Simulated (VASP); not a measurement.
Wanted: the native input for a VASP 6.6.1 run.

```
Task                   : single point
Functional             : PBE
Potentials or basis    : VASP PAW PBE potentials, release 64 (Fe_sv, O)
Cutoff                 : 600 eV
k mesh                 : 24 × 24 × 20
Occupations            : gaussian, width 0.1 eV
Spin                   : collinear spin, ferromagnetic start
Starting moments       : [3.78, 0.42] μB
Dipole correction      : no
Further INCAR settings : ALGO = Normal; EDIFF = 1e-06; NBANDS = 22
```

The structure of FeO lies in POSCAR:

```
FeO
1.0
    2.8532715637      0.0000000000      0.0000000000
   -1.4266357818      2.4710056581      0.0000000000
    0.0000000000      0.0000000000      2.7628874396
Fe O
1 1
Direct
    0.6666666667      0.3333333333      0.5000000000
    0.3333333333      0.6666666667      0.0000000000
```

The cell was built from a structure type or drawn by symmetry, and may not be a known phase.

These files were run (other wordings do the same):

INCAR

```
SYSTEM = FeO
PREC = Accurate
ENCUT = 600
EDIFF = 1E-6
ISMEAR = 0
SIGMA = 0.1
LREAL = .False.
LASPH = .True.
NELM = 200
ALGO = Normal
ISIF = 2
LWAVE = .False.
LCHARG = .True.
ISPIN = 2
MAGMOM = 3.78 0.42
LORBIT = 11
LMAXMIX = 4
GGA = PE
LELF = .True.
LVHAR = .True.
NBANDS = 22
GGA_COMPAT = .False.
```

KPOINTS

```
Automatic mesh
0
Gamma
  24 24 20
  0 0 0
```

Potentials or basis: VASP PAW PBE potentials, release 64 (Fe_sv, O).

Launch:

```console
$ cat potpaw_PBE.64/Fe_sv/POTCAR potpaw_PBE.64/O/POTCAR > POTCAR
$ mpirun -np 1 vasp_std > vasp.out
```

Results of the run:

```yaml
Pressure: -2.4 GPa
Band_gap_on_the_k_mesh: zero (filled and empty bands overlap)
Net_moment: 4.00 μB per cell
Site_moments: Fe +3.46; O +0.35 μB
Valence_electrons_inside_the_program's_atomic_spheres: Fe 13.60; O 4.99
```

Caveat: a cell with one magnetic atom can't hold antiferromagnetic order, which such compounds often take; semilocal functionals often make such compounds metallic where correlation or magnetic order opens a gap, which also shifts bond lengths.

Run time: 6 min on 1 thread of AMD EPYC 9R45 96-Core Processor (Zen 5), with other jobs on the host, peak memory 0.53 GiB.
